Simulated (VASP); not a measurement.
# InSb (pbe) (F-43m) in VASP: a series of runs

InSb (pbe) is run at these levels: PBE; tasks: single point, relaxation of cell and atoms.

All numbers are computed with VASP 6.6.1; they aren't measurements. Logs are shortened: lines on timing, memory, paths and dates and some standing lists are left out, and cuts for length are marked.

## 1. The cell of the first run

It takes space group F-43m (No. 216, cubic). The conventional cell has a = 6.633 Å, b = 6.633 Å, c = 6.633 Å, α = 90.00°, β = 90.00°, γ = 90.00°. In (site symmetry -43m) has 4 Sb at 2.87 Å within 3.8 Å. Sb (site symmetry -43m) has 4 In at 2.87 Å within 3.8 Å.

## 2. Single point, PBE

INCAR

```
  PREC = Accurate
  ENCUT = 520
  EDIFF = 1E-6
  ISMEAR = 0
  SIGMA = 0.1
  LREAL = False
  LASPH = True
  NELM = 100
  ALGO = Normal
  ISIF = 2
  LWAVE = False
  LCHARG = True
  GGA = PE
  LELF = True
  LVHAR = True
  NBANDS = 16
```

KPOINTS

```
Automatic mesh
0
Gamma
  6 6 6
```

POSCAR

```
InSb
1.0
    0.0000000000      3.3166107100      3.3166107100
    3.3166107100      0.0000000000      3.3166107100
    3.3166107100      3.3166107100      0.0000000000
In Sb
1 1
Direct
    0.0000000000      0.0000000000      0.0000000000
    0.7500000000      0.7500000000      0.7500000000
```

Potentials or basis: VASP PAW PBE potentials, release 64 (In_d, Sb).

Run with:

```console
> cat potpaw_PBE.64/In_d/POTCAR potpaw_PBE.64/Sb/POTCAR > POTCAR
> mpirun -np 1 vasp_std > vasp.out
```

OUTCAR:

```text
PREC = Accurate
   ENCUT = 520
   EDIFF = 1E-6
   ISMEAR = 0
   LREAL = False
   LASPH = True
   NELM = 100
   ISIF = 2
   GGA = PE

 ion  position               nearest neighbor table
   1  0.000  0.000  0.000-   2 2.87   2 2.87   2 2.87   2 2.87
   2  0.750  0.750  0.750-   1 2.87   1 2.87   1 2.87   1 2.87

  LATTYP: Found a face centered cubic cell.
 ALAT       =     6.6332214200

  Lattice vectors:

 A1 = (   0.0000000000,   3.3166107100,   3.3166107100)
 A2 = (   3.3166107100,   0.0000000000,   3.3166107100)
 A3 = (   3.3166107100,   3.3166107100,   0.0000000000)

Analysis of symmetry for initial positions (statically):
=====================================================================
 Subroutine PRICEL returns:
 Original cell was already a primitive cell.

 Routine SETGRP: Setting up the symmetry group for a
 face centered cubic supercell.

 Subroutine GETGRP returns: Found 24 space group operations
 (whereof 24 operations were pure point group operations)
 out of a pool of 48 trial point group operations.

The static configuration has the point symmetry T_d .

Analysis of symmetry for dynamics (positions and initial velocities):
=====================================================================
 Subroutine PRICEL returns:
 Original cell was already a primitive cell.

 Routine SETGRP: Setting up the symmetry group for a
 face centered cubic supercell.

 Subroutine GETGRP returns: Found 24 space group operations
 (whereof 24 operations were pure point group operations)
 out of a pool of 48 trial point group operations.

The dynamic configuration has the point symmetry T_d .

 Subroutine INISYM returns: Found 24 space group operations
 (whereof 24 operations are pure point group operations),
 and found     1 'primitive' translations

----------------------------------------------------------------------------------------

                                     Primitive cell

  volume of cell :      72.9648

  direct lattice vectors                    reciprocal lattice vectors
     0.000000000  3.316610710  3.316610710    -0.150756312  0.150756312  0.150756312
     3.316610710  0.000000000  3.316610710     0.150756312 -0.150756312  0.150756312
     3.316610710  3.316610710  0.000000000     0.150756312  0.150756312 -0.150756312

  length of vectors
     4.690395847  4.690395847  4.690395847     0.261117592  0.261117592  0.261117592

  position of ions in fractional coordinates (direct lattice)
     0.000000000  0.000000000  0.000000000
     0.750000000  0.750000000  0.750000000

  ion indices of the primitive-cell ions
   primitive index   ion index
                 1           1
                 2           2

----------------------------------------------------------------------------------------

 KPOINTS: Automatic mesh

Automatic generation of k-mesh.
 Grid dimensions read from file:
 generate k-points for:    6    6    6

 Generating k-lattice:

  Cartesian coordinates                     Fractional coordinates (reciprocal lattice)
    -0.025126052  0.025126052  0.025126052     0.166666667  0.000000000  0.000000000
     0.025126052 -0.025126052  0.025126052     0.000000000  0.166666667  0.000000000
     0.025126052  0.025126052 -0.025126052     0.000000000  0.000000000  0.166666667

  Length of vectors
     0.043519599  0.043519599  0.043519599

  Shift w.r.t. Gamma in fractional coordinates (k-lattice)
     0.000000000  0.000000000  0.000000000

 Subroutine IBZKPT returns following result:
 ===========================================

 Found     16 irreducible k-points:

 Following reciprocal coordinates:
            Coordinates               Weight
  0.000000  0.000000  0.000000      1.000000
  0.166667  0.000000  0.000000      8.000000
  0.333333  0.000000  0.000000      8.000000
  0.500000  0.000000  0.000000      4.000000
  0.166667  0.166667  0.000000      6.000000
  0.333333  0.166667  0.000000     24.000000
[... 8 lines left out ...]
 -0.333333  0.333333  0.166667     24.000000
 -0.333333  0.500000  0.166667     12.000000
   k-points           NKPTS =     16   k-points in BZ     NKDIM =     16   number of bands    NBANDS=     16
   number of dos      NEDOS =    301   number of ions     NIONS =      2
   total plane-waves  NPLWV =  46656
   dimension x,y,z NGX =    36 NGY =   36 NGZ =   36
   dimension x,y,z NGXF=    72 NGYF=   72 NGZF=   72
   ions per type =               1   1
   NGX,Y,Z   is equivalent  to a cutoff of  12.76, 12.76, 12.76 a.u.
   NGXF,Y,Z  is equivalent  to a cutoff of  25.52, 25.52, 25.52 a.u.
 SYSTEM =  unknown system
   PREC   = accura    normal or accurate (medium, high low for compatibility)
   ISTART =      0    job   : 0-new  1-cont  2-samecut
   ICHARG =      2    charge: 1-file 2-atom 10-const
   ISPIN  =      1    spin polarized calculation?
   LNONCOLLINEAR =      F non collinear calculations
   LSORBIT =      F    spin-orbit coupling
   LASPH  =      T    aspherical Exc in radial PAW
   ENCUT  =  520.0 eV  38.22 Ry    6.18 a.u.   8.72  8.72  8.72*2*pi/ulx,y,z
   NELM   =    100;   NELMIN=  2; NELMDL= -5     # of ELM steps
   EDIFF  = 0.1E-05   stopping-criterion for ELM
   LREAL  =      F    real-space projection
   EDIFFG = 0.1E-04   stopping-criterion for IOM
   NSW    =      0    number of steps for IOM
   IBRION =     -1    ionic relax: 0-MD 1-quasi-New 2-CG
   NFREE  =      0    steps in history (QN), initial steepest desc. (CG)
   ISIF   =      2    stress and relaxation
   ISYM   =      2    0-nonsym 1-usesym 2-fastsym
   POTIM  = 0.5000    time-step for ionic-motion
   TEBEG  =    0.0;   TEEND  =   0.0 temperature during run
   PSTRESS=    0.0 pullay stress
   NELECT =      18.0000    total number of electrons
   NUPDOWN=      -1.0000    fix difference up-down
   EMIN   =  10.00;   EMAX   =-10.00  energy-range for DOS
   EFERMI =   0.00;   METHOD = LEGACY
   ISMEAR =     0;   SIGMA  =   0.10  broadening in eV -4-tet -1-fermi 0-gaus
   EFERMI_NEDOS =   21; number of points for ismear=-14 and -15
   IALGO  =     38    algorithm
   IMIX   =      4    mixing-type and parameters
     AMIX     =   0.40;   BMIX     =  1.00
     AMIX_MAG =   1.60;   BMIX_MAG =  1.00
  volume/ion in A,a.u.               =      36.48       246.20
  Fermi-wavevector in a.u.,A,eV,Ry     =   1.026742  1.940260 14.343239  1.054198
  Thomas-Fermi vector in A             =   2.160650
   LORBIT       =      0    0 simple, 1 ext, 2 COOP (PROOUT), +10 PAW based schemes
   GGA     = PE    functional components
   LHFCALC =     F    Hartree Fock is set to
   AEXX    =    0.0000 exact exchange contribution
   IVDW    =     0    specifies the selected vdW correction
   LEPSILON=     F    determine dielectric tensor
   LRPA    =     F    only Hartree local field effects (RPA)
 non-spin polarized calculation
 Gauss-broadening in eV      SIGMA  =   0.10
  energy-cutoff  :      520.00
  volume of cell :       72.96
 maximum number of plane-waves:      1989
   NGX = 17   NGY = 17   NGZ = 17

 number of electron      18.0000008 magnetization

 Free energy of the ion-electron system (eV)
  ---------------------------------------------------
  ext. energy  EPLUGINS =         0.00000000
  ---------------------------------------------------
  free energy    TOTEN  =        -6.93282286 eV

  energy without entropy =       -6.93210859  energy(sigma->0) =       -6.93246573

 E-fermi :   4.4258     XC(G=0):  -8.3819

 val. band max:        4.3953046999   @ k =   0.0000   0.0000   0.0000
 cond. band min:       4.8125645026   @ k =   0.5000   0.0000   0.0000
 fundamental gap:      0.4172598027
 Fermi energy:         4.4257634678

 k-point     1 :       0.0000    0.0000    0.0000
  band No.  band energies     occupation
      1     -10.0823      2.00000
      2     -10.0823      2.00000
      3     -10.0823      2.00000
      4     -10.0156      2.00000
      5     -10.0156      2.00000
      6      -5.8956      2.00000
[... 8 lines left out ...]
     15      12.5292      0.00000
     16      12.5292      0.00000

 k-point     2 :       0.1667    0.0000    0.0000
  band No.  band energies     occupation
      1     -10.0911      2.00000
      2     -10.0782      2.00000
      3     -10.0782      2.00000
      4     -10.0157      2.00000
      5     -10.0157      2.00000
      6      -5.6724      2.00000
[... 8 lines left out ...]
     15      11.6610      0.00000
     16      11.6610      0.00000

 k-point     3 :       0.3333    0.0000    0.0000
  band No.  band energies     occupation
      1     -10.1084      2.00000
      2     -10.0709      2.00000
      3     -10.0709      2.00000
      4     -10.0151      2.00000
      5     -10.0151      2.00000
      6      -5.1031      2.00000
[... 8 lines left out ...]
     15      12.0281      0.00000
     16      12.0281      0.00000

 k-point     4 :       0.5000    0.0000    0.0000
  band No.  band energies     occupation
      1     -10.1170      2.00000
      2     -10.0678      2.00000
      3     -10.0678      2.00000
      4     -10.0141      2.00000
      5     -10.0141      2.00000
      6      -4.6996      2.00000
[... 8 lines left out ...]
     15      13.3869      0.00000
     16      13.3869      0.00000

 k-point     5 :       0.1667    0.1667    0.0000
  band No.  band energies     occupation
      1     -10.0985      2.00000
      2     -10.0741      2.00000
      3     -10.0741      2.00000
      4     -10.0185      2.00000
      5     -10.0138      2.00000
      6      -5.5963      2.00000
[... 8 lines left out ...]
     15      11.6285      0.00000
     16      12.8045      0.00000

 k-point     6 :       0.3333    0.1667    0.0000
  band No.  band energies     occupation
      1     -10.1131      2.00000
      2     -10.0677      2.00000
      3     -10.0663      2.00000
      4     -10.0202      2.00000
      5     -10.0125      2.00000
      6      -5.1295      2.00000
[... 8 lines left out ...]
     15      12.5941      0.00000
     16      12.9287      0.00000

 k-point     7 :       0.5000    0.1667    0.0000
  band No.  band energies     occupation
      1     -10.1217      2.00000
      2     -10.0648      2.00000
      3     -10.0627      2.00000
      4     -10.0181      2.00000
      5     -10.0131      2.00000
      6      -4.5991      2.00000
[... 8 lines left out ...]
     15      13.1447      0.00000
     16      13.4736      0.00000

 k-point     8 :      -0.3333    0.1667    0.0000
  band No.  band energies     occupation
      1     -10.1176      2.00000
      2     -10.0658      2.00000
      3     -10.0657      2.00000
      4     -10.0161      2.00000
      5     -10.0152      2.00000
      6      -4.7470      2.00000
[... 8 lines left out ...]
     15      12.0959      0.00000
     16      13.3480      0.00000

 k-point     9 :      -0.1667    0.1667    0.0000
  band No.  band energies     occupation
      1     -10.1037      2.00000
      2     -10.0735      2.00000
      3     -10.0706      2.00000
      4     -10.0174      2.00000
      5     -10.0145      2.00000
      6      -5.3259      2.00000
[... 8 lines left out ...]
     15      12.0496      0.00000
     16      12.4074      0.00000

 k-point    10 :       0.3333    0.3333    0.0000
  band No.  band energies     occupation
      1     -10.1287      2.00000
      2     -10.0573      2.00000
      3     -10.0573      2.00000
      4     -10.0256      2.00000
      5     -10.0101      2.00000
      6      -4.8037      2.00000
[... 8 lines left out ...]
     15      13.6050      0.00000
     16      14.2712      0.00000

 k-point    11 :       0.5000    0.3333    0.0000
  band No.  band energies     occupation
      1     -10.1351      2.00000
      2     -10.0549      2.00000
      3     -10.0531      2.00000
      4     -10.0258      2.00000
      5     -10.0103      2.00000
      6      -4.3434      2.00000
[... 8 lines left out ...]
     15      13.8261      0.00000
     16      14.2118      0.00000

 k-point    12 :      -0.3333    0.3333    0.0000
  band No.  band energies     occupation
      1     -10.1288      2.00000
      2     -10.0599      2.00000
      3     -10.0568      2.00000
      4     -10.0205      2.00000
      5     -10.0139      2.00000
      6      -4.3128      2.00000
[... 8 lines left out ...]
     15      12.0842      0.00000
     16      15.1446      0.00000

 k-point    13 :       0.5000    0.5000    0.0000
  band No.  band energies     occupation
      1     -10.1429      2.00000
      2     -10.0488      2.00000
      3     -10.0488      2.00000
      4     -10.0296      2.00000
      5     -10.0083      2.00000
      6      -4.1724      2.00000
[... 8 lines left out ...]
     15      14.4404      0.00000
     16      14.4480      0.00000

 k-point    14 :       0.5000    0.3333    0.1667
  band No.  band energies     occupation
      1     -10.1245      2.00000
      2     -10.0629      2.00000
      3     -10.0584      2.00000
      4     -10.0216      2.00000
      5     -10.0123      2.00000
      6      -4.6416      2.00000
[... 8 lines left out ...]
     15      12.9812      0.00000
     16      14.3433      0.00000

 k-point    15 :      -0.3333    0.3333    0.1667
  band No.  band energies     occupation
      1     -10.1285      2.00000
      2     -10.0622      2.00000
      3     -10.0548      2.00000
      4     -10.0205      2.00000
      5     -10.0138      2.00000
      6      -4.3125      2.00000
[... 8 lines left out ...]
     15      13.7513      0.00000
     16      14.1566      0.00000

 k-point    16 :      -0.3333    0.5000    0.1667
  band No.  band energies     occupation
      1     -10.1355      2.00000
      2     -10.0573      2.00000
      3     -10.0502      2.00000
      4     -10.0246      2.00000
      5     -10.0116      2.00000
      6      -4.1523      2.00000
[... 8 lines left out ...]
     15      13.8317      0.00000
     16      14.6053      0.00000

------------------------ aborting loop because EDIFF is reached ----------------------------------------

  FORCE on cell =-STRESS in cart. coord.  units (eV):
  Direction    XX          YY          ZZ          XY          YZ          ZX
  --------------------------------------------------------------------------------------
  -------------------------------------------------------------------------------------
  Total        0.0271383      0.0271383      0.0271383      0.0000000      0.0000000      0.0000000
  in kB        0.5959081      0.5959081      0.5959081      0.0000000      0.0000000      0.0000000
  external PRESSURE =       0.5959081 kB  Pullay stress =       0.0000000 kB

 VOLUME and BASIS-vectors are now :
 -----------------------------------------------------------------------------
  energy-cutoff  :      520.00
  volume of cell :       72.96
      direct lattice vectors                 reciprocal lattice vectors
     0.000000000  3.316610710  3.316610710    -0.150756312  0.150756312  0.150756312
     3.316610710  0.000000000  3.316610710     0.150756312 -0.150756312  0.150756312
     3.316610710  3.316610710  0.000000000     0.150756312  0.150756312 -0.150756312

 POSITION                                       TOTAL-FORCE (eV/Angst)
 -----------------------------------------------------------------------------------
      0.00000      0.00000      0.00000        -0.000000     -0.000000     -0.000000
      4.97492      4.97492      4.97492         0.000000      0.000000      0.000000
 -----------------------------------------------------------------------------------
    total drift:                                0.000000      0.000000      0.000000

  FREE ENERGIE OF THE ION-ELECTRON SYSTEM (eV)
  ---------------------------------------------------
  free  energy   TOTEN  =        -6.9328228580 eV

  energy  without entropy=       -6.9321085945  energy(sigma->0) =       -6.93246573
```

Run time: 10 s. Hardware: 1 thread of Intel Xeon 6975P-C (Granite Rapids), shared host; peak memory 0.21 GiB.

What came out:

| Quantity | Value |
| --- | --- |
| Free energy | -6.9328 eV |
| Pressure | 0.1 GPa |
| Band gap on the k mesh | zero (filled and empty bands touch) |

Caveat: spin-orbit coupling is left out, which moves the levels of the heavy elements.

[end of part 1 of 2]
